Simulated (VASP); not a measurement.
# Si2Mo (I4/mmm) in VASP: notebook

Si2Mo is run at these levels: PBE; tasks: single point.

Program: VASP 6.6.1. These are calculated values, not measurements. Logs are shortened: lines on timing, memory, paths and dates and some standing lists are left out, and cuts for length are marked.

## (1) The cell of the first run

Symmetry: I4/mmm, No. 139, tetragonal system. The conventional cell has a = 3.295 Å, b = 3.295 Å, c = 8.030 Å, α = 90.00°, β = 90.00°, γ = 90.00°. Si (site symmetry 4mm) has 9 Si at 2.63 to 3.30 Å and 5 Mo at 2.68 to 2.70 Å within 3.5 Å. Within 3.5 Å of Mo (site symmetry 4/mmm) lie 10 Si at 2.68 to 2.70 Å and 4 Mo at 3.30 Å.

## (2) Single point, PBE (volume scaled by 1.070)

The input, INCAR:

```
SYSTEM = Si2Mo
PREC = Accurate ; ENCUT = 520
EDIFF = 1E-6 ; ISMEAR = 0
SIGMA = 0.05 ; LREAL = .FALSE.
LASPH = .TRUE. ; NELM = 80
ALGO = Normal ; ISIF = 2
LWAVE = .FALSE. ; LCHARG = .FALSE.
GGA = PE ; NBANDS = 18
```

The input, KPOINTS:

```
regular mesh
0
G
  14 14 14
  0 0 0
```

The input, POSCAR:

```
Si2Mo
1.0
   -1.6475517094      1.6475517094      4.0149083858
    1.6475517094     -1.6475517094      4.0149083858
    1.6475517094      1.6475517094     -4.0149083858
Si Mo
2 1
Direct
    0.3362833266      0.3362833266      0.0000000000
    0.6637166734      0.6637166734      0.0000000000
    0.0000000000      0.0000000000      0.0000000000
```

Potentials or basis: VASP PAW PBE potentials, release 64 (Si, Mo_sv).

Started as:

```console
$ cat potpaw_PBE.64/Si/POTCAR potpaw_PBE.64/Mo_sv/POTCAR > POTCAR
$ mpirun -np 1 vasp_std > vasp.out
```

OUTCAR:

```text
SYSTEM = Si2Mo
   PREC = Accurate
   ENCUT = 520
   EDIFF = 1E-6
   ISMEAR = 0
   LREAL = .FALSE.
   LASPH = .TRUE.
   NELM = 80
   ISIF = 2
   GGA = PE

 ion  position               nearest neighbor table
   1  0.336  0.336  0.000-   2 2.63   3 2.68   3 2.68   3 2.68   3 2.68   3 2.70   2 2.71   2 2.71
                             2 2.71   2 2.71
   2  0.664  0.664  0.000-   1 2.63   3 2.68   3 2.68   3 2.68   3 2.68   3 2.70   1 2.71   1 2.71
                             1 2.71   1 2.71
   3  0.000  0.000  0.000-   2 2.68   2 2.68   2 2.68   1 2.68   2 2.68   1 2.68   1 2.68   1 2.68
                             1 2.70   2 2.70

  LATTYP: Found a body centered tetragonal cell.
 ALAT       =     3.2951034188
 C/A-ratio  =     2.4368937029

  Lattice vectors:

 A1 = (  -1.6475517094,   1.6475517094,   4.0149083858)
 A2 = (   1.6475517094,  -1.6475517094,   4.0149083858)
 A3 = (   1.6475517094,   1.6475517094,  -4.0149083858)

Analysis of symmetry for initial positions (statically):
=====================================================================
 Subroutine PRICEL returns:
 Original cell was already a primitive cell.

 Routine SETGRP: Setting up the symmetry group for a
 body centered tetragonal supercell.

 Subroutine GETGRP returns: Found 16 space group operations
 (whereof 16 operations were pure point group operations)
 out of a pool of 16 trial point group operations.

The static configuration has the point symmetry D_4h.

Analysis of symmetry for dynamics (positions and initial velocities):
=====================================================================
 Subroutine PRICEL returns:
 Original cell was already a primitive cell.

 Routine SETGRP: Setting up the symmetry group for a
 body centered tetragonal supercell.

 Subroutine GETGRP returns: Found 16 space group operations
 (whereof 16 operations were pure point group operations)
 out of a pool of 16 trial point group operations.

The dynamic configuration has the point symmetry D_4h.

 Subroutine INISYM returns: Found 16 space group operations
 (whereof 16 operations are pure point group operations),
 and found     1 'primitive' translations

----------------------------------------------------------------------------------------

                                     Primitive cell

  volume of cell :      43.5927

  direct lattice vectors                    reciprocal lattice vectors
    -1.647551709  1.647551709  4.014908386     0.000000000  0.303480611  0.124535843
     1.647551709 -1.647551709  4.014908386     0.303480611  0.000000000  0.124535843
     1.647551709  1.647551709 -4.014908386     0.303480611  0.303480611  0.000000000

[... 88 lines left out ...]
   NSW    =      0    number of steps for IOM
   IBRION =     -1    ionic relax: 0-MD 1-quasi-New 2-CG
   NFREE  =      0    steps in history (QN), initial steepest desc. (CG)
   ISIF   =      2    stress and relaxation
   ISYM   =      2    0-nonsym 1-usesym 2-fastsym
   POTIM  = 0.5000    time-step for ionic-motion
   TEBEG  =    0.0;   TEEND  =   0.0 temperature during run
   PSTRESS=    0.0 pullay stress
   NELECT =      22.0000    total number of electrons
   NUPDOWN=      -1.0000    fix difference up-down
   EMIN   =  10.00;   EMAX   =-10.00  energy-range for DOS
   EFERMI =   0.00;   METHOD = LEGACY
   ISMEAR =     0;   SIGMA  =   0.05  broadening in eV -4-tet -1-fermi 0-gaus
   EFERMI_NEDOS =   21; number of points for ismear=-14 and -15
   IALGO  =     38    algorithm
   IMIX   =      4    mixing-type and parameters
     AMIX     =   0.40;   BMIX     =  1.00
     AMIX_MAG =   1.60;   BMIX_MAG =  1.00
  volume/ion in A,a.u.               =      14.53        98.06
  Fermi-wavevector in a.u.,A,eV,Ry     =   1.303400  2.463069 23.114289  1.698852
  Thomas-Fermi vector in A             =   2.434405
   LORBIT       =      0    0 simple, 1 ext, 2 COOP (PROOUT), +10 PAW based schemes
   GGA     = PE    functional components
   LHFCALC =     F    Hartree Fock is set to
   AEXX    =    0.0000 exact exchange contribution
   IVDW    =     0    specifies the selected vdW correction
   LEPSILON=     F    determine dielectric tensor
   LRPA    =     F    only Hartree local field effects (RPA)
 non-spin polarized calculation
 Gauss-broadening in eV      SIGMA  =   0.05
  energy-cutoff  :      520.00
  volume of cell :       43.59
 maximum number of plane-waves:      1203
   NGX = 17   NGY = 17   NGZ = 17

 number of electron      22.0000000 magnetization

 Free energy of the ion-electron system (eV)
  ---------------------------------------------------
  ext. energy  EPLUGINS =         0.00000000
  ---------------------------------------------------
  free energy    TOTEN  =       -23.15181660 eV

  energy without entropy =      -23.15133945  energy(sigma->0) =      -23.15157803

 E-fermi :  11.1015     XC(G=0): -12.0499

 val. band max:       10.9796652529   @ k =  -0.3571  -0.4286   0.3571
 cond. band min:      11.1078707972   @ k =  -0.2857  -0.3571   0.2857
 fundamental gap:      0.1282055443
 Fermi energy:        11.1014910028

 k-point     1 :       0.0000    0.0000    0.0000
  band No.  band energies     occupation
      1     -49.7392      2.00000
      2     -23.8306      2.00000
      3     -23.8073      2.00000
      4     -23.8073      2.00000
      5      -1.7015      2.00000
      6       5.1703      2.00000
[... 481 lines left out ...]
      5       0.0829      2.00000
      6       4.0176      2.00000
[... 10 lines left out ...]
     17      18.0288      0.00000
     18      19.0041      0.00000

 [... further k-points ...]

------------------------ aborting loop because EDIFF is reached ----------------------------------------

  FORCE on cell =-STRESS in cart. coord.  units (eV):
  Direction    XX          YY          ZZ          XY          YZ          ZX
  --------------------------------------------------------------------------------------
  -------------------------------------------------------------------------------------
  Total       -3.1863086     -3.1863086     -3.1906797      0.0000000      0.0000000      0.0000000
  in kB     -117.1074916   -117.1074916   -117.2681442      0.0000000      0.0000000      0.0000000
  external PRESSURE =    -117.1610425 kB  Pullay stress =       0.0000000 kB

 VOLUME and BASIS-vectors are now :
 -----------------------------------------------------------------------------
  energy-cutoff  :      520.00
  volume of cell :       43.59
      direct lattice vectors                 reciprocal lattice vectors
    -1.647551709  1.647551709  4.014908386     0.000000000  0.303480611  0.124535843
     1.647551709 -1.647551709  4.014908386     0.303480611  0.000000000  0.124535843
     1.647551709  1.647551709 -4.014908386     0.303480611  0.303480611  0.000000000

 POSITION                                       TOTAL-FORCE (eV/Angst)
 -----------------------------------------------------------------------------------
      0.00000      0.00000      2.70029        -0.000000     -0.000000     -0.002047
      0.00000      0.00000      5.32952         0.000000      0.000000      0.002047
      0.00000      0.00000      0.00000        -0.000000     -0.000000      0.000000
 -----------------------------------------------------------------------------------
    total drift:                                0.000000     -0.000000     -0.000000

  FREE ENERGIE OF THE ION-ELECTRON SYSTEM (eV)
  ---------------------------------------------------
  free  energy   TOTEN  =       -23.1518166043 eV

  energy  without entropy=      -23.1513394542  energy(sigma->0) =      -23.15157803
```

OSZICAR:

```text
N       E                     dE             d eps       ncg     rms          rms(c)
DAV:   1     0.118192640465E+03    0.11819E+03   -0.11163E+04  8792   0.115E+03
DAV:   2    -0.209497989217E+02   -0.13914E+03   -0.13638E+03 10450   0.294E+02
DAV:   3    -0.241101223326E+02   -0.31603E+01   -0.31238E+01 11024   0.389E+01
DAV:   4    -0.241300659222E+02   -0.19944E-01   -0.19907E-01 10204   0.327E+00
DAV:   5    -0.241302144723E+02   -0.14855E-03   -0.14853E-03 10426   0.302E-01    0.179E+01
DAV:   6    -0.233688080039E+02    0.76141E+00   -0.71927E+00  9164   0.164E+01    0.383E+00
DAV:   7    -0.231896911185E+02    0.17912E+00   -0.12653E+00  9084   0.646E+00    0.366E+00
DAV:   8    -0.231527971106E+02    0.36894E-01   -0.11551E-01  9482   0.241E+00    0.470E-01
DAV:   9    -0.231518703785E+02    0.92673E-03   -0.28037E-03 10750   0.394E-01    0.274E-01
DAV:  10    -0.231518468770E+02    0.23502E-04   -0.75504E-04  9708   0.227E-01    0.612E-02
DAV:  11    -0.231518245937E+02    0.22283E-04   -0.32589E-04  9502   0.131E-01    0.525E-02
DAV:  12    -0.231518167127E+02    0.78810E-05   -0.39374E-05  9326   0.425E-02    0.108E-02
DAV:  13    -0.231518166043E+02    0.10844E-06   -0.63540E-07  5102   0.599E-03
   1 F= -.23151817E+02 E0= -.23151578E+02  d E =-.477150E-03
```

Run time: 3.9 min. Hardware: 1 thread of Intel Xeon Platinum 8259CL at 2.50GHz (Skylake/Cascade Lake), shared host; peak memory 0.33 GiB.

What came out:

```
Free energy            : -23.1518 eV
Pressure               : -11.7 GPa
Band gap on the k mesh : zero (band 11 reaches 11.46 eV, above the bottom of band 12 at 10.60 eV)
```

Forces in eV/Å, atoms in the order of the input:
```
Si   0.000  0.000 -0.002
Si   0.000  0.000  0.002
Mo   0.000  0.000  0.000
```

Levels at points of the mesh, in eV from the Fermi level:
```
           k point  band 9  band 10  band 11  band 12  band 13  band 14
(0.00, 0.00, 0.00)   -2.41    -2.41     0.27     2.69     3.18     3.18
(0.50, 0.00, 0.00)   -2.42    -2.30    -0.44     1.95     2.95     3.46
(0.50, 0.50, 0.00)   -4.13    -2.74    -1.26     1.99     2.36     2.91
(0.50, 0.50, 0.50)   -0.53    -0.53    -0.50    -0.50     0.38     4.21
```

## (3) Single point, PBE (volume scaled by 1.100)

The input, INCAR:

```
SYSTEM = Si2Mo
PREC = Accurate
ENCUT = 520
EDIFF = 1E-7
ISMEAR = 0
SIGMA = 0.05
LREAL = .FALSE.
LASPH = .TRUE.
NELM = 80
ALGO = Normal
ISIF = 2
LWAVE = .FALSE.
LCHARG = .TRUE.
GGA = PE
LELF = .TRUE.
LVHAR = .TRUE.
NBANDS = 18
```

KPOINTS is that of step 2.

The input, POSCAR:

```
Si2Mo
1.0
   -1.6634525355      1.6634525355      4.0489445461
    1.6634525355     -1.6634525355      4.0489445461
    1.6634525355      1.6634525355     -4.0489445461
Si Mo
2 1
Direct
    0.3368698021      0.3368698021      0.0000000000
    0.6631301979      0.6631301979      0.0000000000
    0.0000000000      0.0000000000      0.0000000000
```

Potentials or basis: VASP PAW PBE potentials, release 64 (Si, Mo_sv).

Started as:

```console
$ cat potpaw_PBE.64/Si/POTCAR potpaw_PBE.64/Mo_sv/POTCAR > POTCAR
$ mpirun -np 1 vasp_std > vasp.out
```

It took 4.2 min on 1 thread of Intel Xeon Platinum 8259CL at 2.50GHz (Skylake/Cascade Lake), shared host; peak memory 0.33 GiB.

The run converged. Its results:

| Item | Value |
| --- | --- |
| Free energy | -23.0475 eV |
| Pressure | -15.5 GPa |
| Largest force | 0.006 eV/Å |
| Band gap on the k mesh | zero (band 11 reaches 11.04 eV, above the bottom of band 12 at 10.22 eV) |

Forces on the atoms (eV/Å):
```
Si   0.000  0.000 -0.006
Si   0.000  0.000  0.006
Mo   0.000  0.000  0.000
```

Stress tensor (GPa, compression positive):
```
-15.51   0.00   0.00
  0.00 -15.51   0.00
  0.00   0.00 -15.60
```

Levels at points of the mesh, in eV from the Fermi level:
| k point | band 8 | band 9 | band 10 | band 11 | band 12 | band 13 | band 14 | band 15 |
| --- | --- | --- | --- | --- | --- | --- | --- | --- |
| (0.00, 0.00, 0.00) | -2.60 | -2.32 | -2.32 | 0.26 | 2.58 | 3.08 | 3.08 | 3.59 |
| (0.50, 0.00, 0.00) | -4.17 | -2.35 | -2.19 | -0.40 | 1.87 | 2.93 | 3.27 | 3.83 |
| (0.50, 0.50, 0.00) | -5.13 | -4.00 | -2.63 | -1.26 | 1.91 | 2.26 | 2.86 | 3.09 |
| (0.50, 0.50, 0.50) | -1.84 | -0.50 | -0.50 | -0.48 | -0.48 | 0.37 | 3.94 | 4.42 |
